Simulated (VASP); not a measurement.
# Zr (P6_3/mmc) in VASP: a series of runs

Runs on Zr. Level: PBEsol. Tasks: single point.

Everything below comes from runs of VASP 6.6.1. Logs are shortened: lines on timing, memory, paths and dates and some standing lists are left out, and cuts for length are marked.

### 1 The cell of the first run

It takes space group P6_3/mmc (No. 194, hexagonal). Conventional cell: a = 3.280 Å, b = 3.280 Å, c = 5.301 Å, α = 90.00°, β = 90.00°, γ = 120.00°. Zr (site symmetry -6m2) has 12 Zr at 3.26 to 3.28 Å within 4.3 Å.

### 2 Single point, PBEsol (strain +0.015 along x and y, +0.030 along z)

The input, INCAR:

```
SYSTEM = Zr
PREC = Accurate ; ENCUT = 520
EDIFF = 1E-7 ; ISMEAR = 0
SIGMA = 0.15 ; LREAL = .FALSE.
LASPH = .TRUE. ; NELM = 100
ALGO = Fast ; ISIF = 2
LWAVE = .FALSE. ; LCHARG = .TRUE.
GGA = PS ; LELF = .TRUE.
LVHAR = .TRUE. ; NBANDS = 19
```

The input, KPOINTS:

```
Automatic mesh
0
G
  18 18 10
  0 0 0
```

The input, POSCAR:

```
Zr
1.0
    3.2804781959      0.0000000000      0.0000000000
   -1.6402390979      2.8409774542      0.0000000000
    0.0000000000      0.0000000000      5.3014100000
Zr
2
Direct
    0.3333333333      0.6666666667      0.2500000000
    0.6666666667      0.3333333333      0.7500000000
```

Potentials or basis: VASP PAW PBE potentials, release 64 (Zr_sv).

Run with:

```sh
$ cat potpaw_PBE.64/Zr_sv/POTCAR > POTCAR
$ mpirun -np 1 vasp_std > vasp.out
```

OUTCAR:

```text
SYSTEM = Zr
   PREC = Accurate
   ENCUT = 520
   EDIFF = 1E-7
   ISMEAR = 0
   LREAL = .FALSE.
   LASPH = .TRUE.
   NELM = 100
   ISIF = 2
   GGA = PS

 ion  position               nearest neighbor table
   1  0.333  0.667  0.250-   2 3.26   2 3.26   2 3.26   2 3.26   2 3.26   2 3.26
   2  0.667  0.333  0.750-   1 3.26   1 3.26   1 3.26   1 3.26   1 3.26   1 3.26

  LATTYP: Found a hexagonal cell.
 ALAT       =     3.2804781959
 C/A-ratio  =     1.6160479306

  Lattice vectors:

 A1 = (   3.2804781959,   0.0000000000,   0.0000000000)
 A2 = (  -1.6402390979,   2.8409774542,   0.0000000000)
 A3 = (   0.0000000000,   0.0000000000,   5.3014100000)

Analysis of symmetry for initial positions (statically):
=====================================================================
 Subroutine PRICEL returns:
 Original cell was already a primitive cell.

 Routine SETGRP: Setting up the symmetry group for a
 hexagonal supercell.

 Subroutine GETGRP returns: Found 24 space group operations
 (whereof 12 operations were pure point group operations)
 out of a pool of 24 trial point group operations.

The static configuration has the point symmetry D_3d.
 The point group associated with its full space group is D_6h.

Analysis of symmetry for dynamics (positions and initial velocities):
=====================================================================
 Subroutine PRICEL returns:
 Original cell was already a primitive cell.

 Routine SETGRP: Setting up the symmetry group for a
 hexagonal supercell.

 Subroutine GETGRP returns: Found 24 space group operations
 (whereof 12 operations were pure point group operations)
 out of a pool of 24 trial point group operations.

The dynamic configuration has the point symmetry D_3d.
 The point group associated with its full space group is D_6h.

 Subroutine INISYM returns: Found 24 space group operations
 (whereof 12 operations are pure point group operations),
 and found     1 'primitive' translations

----------------------------------------------------------------------------------------

                                     Primitive cell

  volume of cell :      49.4079

  direct lattice vectors                    reciprocal lattice vectors
     3.280478196  0.000000000  0.000000000     0.304833607  0.175995765  0.000000000
    -1.640239098  2.840977454  0.000000000     0.000000000  0.351991530  0.000000000
     0.000000000  0.000000000  5.301410000     0.000000000  0.000000000  0.188629063

  length of vectors
     3.280478196  3.280478196  5.301410000     0.351991530  0.351991530  0.188629063

  position of ions in fractional coordinates (direct lattice)
     0.333333333  0.666666667  0.250000000
     0.666666667  0.333333333  0.750000000

  ion indices of the primitive-cell ions
   primitive index   ion index
                 1           1
                 2           2

----------------------------------------------------------------------------------------

 KPOINTS: Automatic mesh

Automatic generation of k-mesh.
 Grid dimensions read from file:
 generate k-points for:   18   18   10

 Generating k-lattice:

  Cartesian coordinates                     Fractional coordinates (reciprocal lattice)
     0.016935200  0.009777542  0.000000000     0.055555556  0.000000000  0.000000000
     0.000000000  0.019555085  0.000000000     0.000000000  0.055555556  0.000000000
     0.000000000  0.000000000  0.018862906     0.000000000  0.000000000  0.100000000

  Length of vectors
     0.019555085  0.019555085  0.018862906

  Shift w.r.t. Gamma in fractional coordinates (k-lattice)
     0.000000000  0.000000000  0.000000000

 Subroutine IBZKPT returns following result:
 ===========================================

 Found    222 irreducible k-points:

 Following reciprocal coordinates:
            Coordinates               Weight
  0.000000  0.000000  0.000000      1.000000
  0.055556 -0.000000  0.000000      6.000000
  0.111111 -0.000000  0.000000      6.000000
  0.166667 -0.000000  0.000000      6.000000
  0.222222  0.000000  0.000000      6.000000
  0.277778 -0.000000  0.000000      6.000000
[... 16 lines left out ...]
  0.333333  0.111111  0.000000     12.000000
  0.388889  0.111111  0.000000     12.000000
 [... further k-points ...]
   k-points           NKPTS =    222   k-points in BZ     NKDIM =    222   number of bands    NBANDS=     19
   number of dos      NEDOS =    301   number of ions     NIONS =      2
   total plane-waves  NPLWV =  23040
   dimension x,y,z NGX =    24 NGY =   24 NGZ =   40
   dimension x,y,z NGXF=    48 NGYF=   48 NGZF=   80
   ions per type =               2
   NGX,Y,Z   is equivalent  to a cutoff of  12.16, 12.16, 12.54 a.u.
   NGXF,Y,Z  is equivalent  to a cutoff of  24.33, 24.33, 25.09 a.u.
 SYSTEM =  Zr
   PREC   = accura    normal or accurate (medium, high low for compatibility)
   ISTART =      0    job   : 0-new  1-cont  2-samecut
   ICHARG =      2    charge: 1-file 2-atom 10-const
   ISPIN  =      1    spin polarized calculation?
   LNONCOLLINEAR =      F non collinear calculations
   LSORBIT =      F    spin-orbit coupling
   LASPH  =      T    aspherical Exc in radial PAW
   ENCUT  =  520.0 eV  38.22 Ry    6.18 a.u.   6.10  6.10  9.86*2*pi/ulx,y,z
   NELM   =    100;   NELMIN=  2; NELMDL= -5     # of ELM steps
   EDIFF  = 0.1E-06   stopping-criterion for ELM
   LREAL  =      F    real-space projection
   EDIFFG = 0.1E-05   stopping-criterion for IOM
   NSW    =      0    number of steps for IOM
   IBRION =     -1    ionic relax: 0-MD 1-quasi-New 2-CG
   NFREE  =      0    steps in history (QN), initial steepest desc. (CG)
   ISIF   =      2    stress and relaxation
   ISYM   =      2    0-nonsym 1-usesym 2-fastsym
   POTIM  = 0.5000    time-step for ionic-motion
   TEBEG  =    0.0;   TEEND  =   0.0 temperature during run
   PSTRESS=    0.0 pullay stress
   NELECT =      24.0000    total number of electrons
   NUPDOWN=      -1.0000    fix difference up-down
   EMIN   =  10.00;   EMAX   =-10.00  energy-range for DOS
   EFERMI =   0.00;   METHOD = LEGACY
   ISMEAR =     0;   SIGMA  =   0.15  broadening in eV -4-tet -1-fermi 0-gaus
   EFERMI_NEDOS =   21; number of points for ismear=-14 and -15
   IALGO  =     68    algorithm
   IMIX   =      4    mixing-type and parameters
     AMIX     =   0.40;   BMIX     =  1.00
     AMIX_MAG =   1.60;   BMIX_MAG =  1.00
  volume/ion in A,a.u.               =      24.70       166.71
  Fermi-wavevector in a.u.,A,eV,Ry     =   1.286905  2.431898 22.532939  1.656124
  Thomas-Fermi vector in A             =   2.418951
   LORBIT       =      0    0 simple, 1 ext, 2 COOP (PROOUT), +10 PAW based schemes
   GGA     = PS    functional components
   LHFCALC =     F    Hartree Fock is set to
   AEXX    =    0.0000 exact exchange contribution
   IVDW    =     0    specifies the selected vdW correction
   LEPSILON=     F    determine dielectric tensor
   LRPA    =     F    only Hartree local field effects (RPA)
 non-spin polarized calculation
 RMM-DIIS sequential band-by-band and
 Gauss-broadening in eV      SIGMA  =   0.15
  energy-cutoff  :      520.00
  volume of cell :       49.41
 maximum number of plane-waves:      1350
   NGX = 13   NGY = 13   NGZ = 19

 number of electron      24.0000000 magnetization

 Free energy of the ion-electron system (eV)
  ---------------------------------------------------
  ext. energy  EPLUGINS =         0.00000000
  ---------------------------------------------------
  free energy    TOTEN  =       -18.05528345 eV

  energy without entropy =      -18.03110334  energy(sigma->0) =      -18.04319340

 E-fermi :   8.2127     XC(G=0): -10.9338

 val. band max:        8.2124471828   @ k =   0.0556   0.0556   0.2000
 cond. band min:       8.2139423810   @ k =   0.0000   0.0000   0.5000
 fundamental gap:      0.0014951982
 Fermi energy:         8.2126754100

 k-point     1 :       0.0000    0.0000    0.0000
  band No.  band energies     occupation
      1     -40.6324      2.00000
      2     -40.5176      2.00000
      3     -19.0721      2.00000
      4     -18.3439      2.00000
      5     -18.3439      2.00000
      6     -18.2580      2.00000
[... 11 lines left out ...]
     18      10.3363      0.00000
     19      12.4030      0.00000

 k-point     2 :       0.0556   -0.0000    0.0000
  band No.  band energies     occupation
      1     -40.6296      2.00000
      2     -40.5163      2.00000
      3     -19.0642      2.00000
      4     -18.3621      2.00000
      5     -18.3498      2.00000
      6     -18.2611      2.00000
[... 11 lines left out ...]
     18      10.2640      0.00000
     19      12.4601      0.00000

 k-point     3 :       0.1111   -0.0000    0.0000
  band No.  band energies     occupation
      1     -40.6213      2.00000
      2     -40.5126      2.00000
      3     -19.0411      2.00000
      4     -18.4145      2.00000
      5     -18.3664      2.00000
      6     -18.3060      2.00000
[... 11 lines left out ...]
     18      10.0759      0.00000
     19      12.5771      0.00000

 k-point     4 :       0.1667   -0.0000    0.0000
  band No.  band energies     occupation
      1     -40.6084      2.00000
      2     -40.5071      2.00000
      3     -19.0041      2.00000
      4     -18.4947      2.00000
      5     -18.3911      2.00000
      6     -18.3868      2.00000
[... 11 lines left out ...]
     18      10.3228      0.00000
     19      12.7242      0.00000

 k-point     5 :       0.2222    0.0000    0.0000
  band No.  band energies     occupation
      1     -40.5920      2.00000
      2     -40.5007      2.00000
      3     -18.9556      2.00000
      4     -18.5930      2.00000
      5     -18.4831      2.00000
      6     -18.4206      2.00000
[... 11 lines left out ...]
     18      10.7800      0.00000
     19      12.8585      0.00000

 k-point     6 :       0.2778   -0.0000    0.0000
  band No.  band energies     occupation
      1     -40.5739      2.00000
      2     -40.4945      2.00000
      3     -18.8990      2.00000
      4     -18.6974      2.00000
      5     -18.5827      2.00000
      6     -18.4511      2.00000
[... 11 lines left out ...]
     18      11.3247      0.00000
     19      12.9638      0.00000

 k-point     7 :       0.3333   -0.0000    0.0000
  band No.  band energies     occupation
      1     -40.5559      2.00000
      2     -40.4898      2.00000
      3     -18.8386      2.00000
      4     -18.7951      2.00000
      5     -18.6738      2.00000
      6     -18.4791      2.00000
[... 11 lines left out ...]
     18      11.9158      0.00000
     19      13.0374      0.00000

 k-point     8 :       0.3889   -0.0000    0.0000
  band No.  band energies     occupation
      1     -40.5399      2.00000
      2     -40.4870      2.00000
      3     -18.8743      2.00000
      4     -18.7805      2.00000
      5     -18.7465      2.00000
      6     -18.5015      2.00000
[... 256 lines left out ...]
 k-point    20 :       0.1667    0.1111    0.0000
  band No.  band energies     occupation
      1     -40.5855      2.00000
      2     -40.4983      2.00000
      3     -18.9356      2.00000
      4     -18.6002      2.00000
      5     -18.5513      2.00000
      6     -18.4100      2.00000
[... 11 lines left out ...]
     18      11.1578      0.00000
     19      12.7752      0.00000

 k-point    21 :       0.2222    0.1111    0.0000
  band No.  band energies     occupation
      1     -40.5682      2.00000
      2     -40.4928      2.00000
      3     -18.8804      2.00000
      4     -18.6944      2.00000
      5     -18.6255      2.00000
      6     -18.4544      2.00000
[... 11 lines left out ...]
     18      11.7776      0.00000
     19      12.8347      0.00000

 k-point    22 :       0.2778    0.1111    0.0000
  band No.  band energies     occupation
      1     -40.5509      2.00000
      2     -40.4887      2.00000
      3     -18.8212      2.00000
      4     -18.7849      2.00000
      5     -18.6910      2.00000
      6     -18.4968      2.00000
[... 11 lines left out ...]
     18      12.4529      0.00000
     19      12.8781      0.00000

 k-point    23 :       0.3333    0.1111    0.0000
  band No.  band energies     occupation
      1     -40.5355      2.00000
      2     -40.4866      2.00000
      3     -18.8585      2.00000
      4     -18.7637      2.00000
      5     -18.7436      2.00000
      6     -18.5309      2.00000
[... 11 lines left out ...]
     18      12.9047      0.00000
     19      13.1379      0.00000

 k-point    24 :       0.3889    0.1111    0.0000
  band No.  band energies     occupation
      1     -40.5242      2.00000
      2     -40.4864      2.00000
      3     -18.9061      2.00000
      4     -18.7778      2.00000
      5     -18.7172      2.00000
      6     -18.5529      2.00000
[... 11 lines left out ...]
     18      12.9180      0.00000
     19      13.7504      0.00000

 [... further k-points ...]

------------------------ aborting loop because EDIFF is reached ----------------------------------------

  FORCE on cell =-STRESS in cart. coord.  units (eV):
  Direction    XX          YY          ZZ          XY          YZ          ZX
  --------------------------------------------------------------------------------------
  -------------------------------------------------------------------------------------
  Total       -2.3678756     -2.3678756     -2.6935958     -0.0000000     -0.0000000      0.0000000
  in kB      -76.7844248    -76.7844248    -87.3467354     -0.0000000     -0.0000000      0.0000000
  external PRESSURE =     -80.3051950 kB  Pullay stress =       0.0000000 kB

 VOLUME and BASIS-vectors are now :
 -----------------------------------------------------------------------------
  energy-cutoff  :      520.00
  volume of cell :       49.41
      direct lattice vectors                 reciprocal lattice vectors
     3.280478196  0.000000000  0.000000000     0.304833607  0.175995765  0.000000000
    -1.640239098  2.840977454  0.000000000     0.000000000  0.351991530  0.000000000
     0.000000000  0.000000000  5.301410000     0.000000000  0.000000000  0.188629063

 POSITION                                       TOTAL-FORCE (eV/Angst)
 -----------------------------------------------------------------------------------
     -0.00000      1.89398      1.32535        -0.000000      0.000000      0.000000
      1.64024      0.94699      3.97606         0.000000     -0.000000      0.000000
 -----------------------------------------------------------------------------------
    total drift:                               -0.000000      0.000000     -0.000000

  FREE ENERGIE OF THE ION-ELECTRON SYSTEM (eV)
  ---------------------------------------------------
  free  energy   TOTEN  =       -18.0552834527 eV

  energy  without entropy=      -18.0311033390  energy(sigma->0) =      -18.04319340
```

Wall time 2.6 min (1 thread of AMD EPYC 9R45 (Zen 5), shared host); peak memory 0.25 GiB.

What came out:

* Free energy: -18.0553 eV
* Pressure: -8.0 GPa
* Band gap on the k mesh: zero (bands 12 and 13 overlap by 1.15 eV)

Levels at points of the mesh, in eV from the Fermi level:
```tsv
k point	band 10	band 11	band 12	band 13	band 14	band 15
(0.00, 0.00, 0.00)	-2.89	0.88	0.88	0.88	0.88	1.48
(0.50, 0.00, 0.00)	-2.36	-1.98	-0.26	0.63	0.65	1.30
(0.00, 0.00, 0.50)	-3.95	0.00	0.00	0.81	0.81	0.81
(0.50, 0.00, 0.50)	-2.70	-0.98	-0.98	1.45	1.45	2.15
```

Caveat: the cell differs from its parent crystal (strain +0.015 along x and y, +0.030 along z); the cell stands under tension; the PAW data sets were made with another functional, which shifts forces and pressure a little.

### 3 Single point, PBEsol (strain +0.030 along x and y, +0.015 along z)

The input, INCAR:

```
ALGO = Fast
EDIFF = 1E-6
ENCUT = 520
GGA = PS
ISIF = 2
ISMEAR = 0
LASPH = True
LCHARG = False
LREAL = False
LWAVE = False
NBANDS = 19
NELM = 100
PREC = Accurate
SIGMA = 0.15
```

The input, KPOINTS:

```
k-points
0
Gamma
  18 18 10
```

The input, POSCAR:

```
Zr
1.0
    3.3289581692      0.0000000000      0.0000000000
   -1.6644790846      2.8829623427      0.0000000000
    0.0000000000      0.0000000000      5.2242050000
Zr
2
Direct
    0.3333333333      0.6666666667      0.2500000000
    0.6666666667      0.3333333333      0.7500000000
```

Potentials or basis: VASP PAW PBE potentials, release 64 (Zr_sv).

Run with:

```sh
$ cat potpaw_PBE.64/Zr_sv/POTCAR > POTCAR
$ mpirun -np 1 vasp_std > vasp.out
```

It took 2.8 min on 1 thread of AMD EPYC 9R45 (Zen 5), shared host; peak memory 0.27 GiB.

Results (log left out):

```yaml
Free_energy: -18.0167 eV
Pressure: -9.0 GPa
Band_gap_on_the_k_mesh: zero (bands 12 and 13 overlap by 1.15 eV)
```

Stress tensor (GPa, compression positive):
```
-9.33  0.00  0.00
 0.00 -9.33  0.00
 0.00  0.00 -8.20
```

Levels at points of the mesh, in eV from the Fermi level:
```tsv
k point	band 8	band 9	band 10	band 11	band 12	band 13	band 14	band 15	band 16	band 17
(0.00, 0.00, 0.00)	-26.52	-5.53	-2.84	0.81	0.81	1.04	1.08	1.47	1.47	1.89
(0.50, 0.00, 0.00)	-26.60	-2.43	-2.33	-1.92	-0.39	0.45	0.76	1.40	4.41	4.80
(0.00, 0.00, 0.50)	-26.59	-3.88	-3.88	0.11	0.11	0.69	0.69	0.69	0.69	3.63
(0.50, 0.00, 0.50)	-26.71	-2.67	-2.67	-0.90	-0.90	1.37	1.37	2.00	2.00	4.64
```

Caveat: the cell differs from its parent crystal (strain +0.030 along x and y, +0.015 along z); the cell stands under tension; the PAW data sets were made with another functional, which shifts forces and pressure a little.
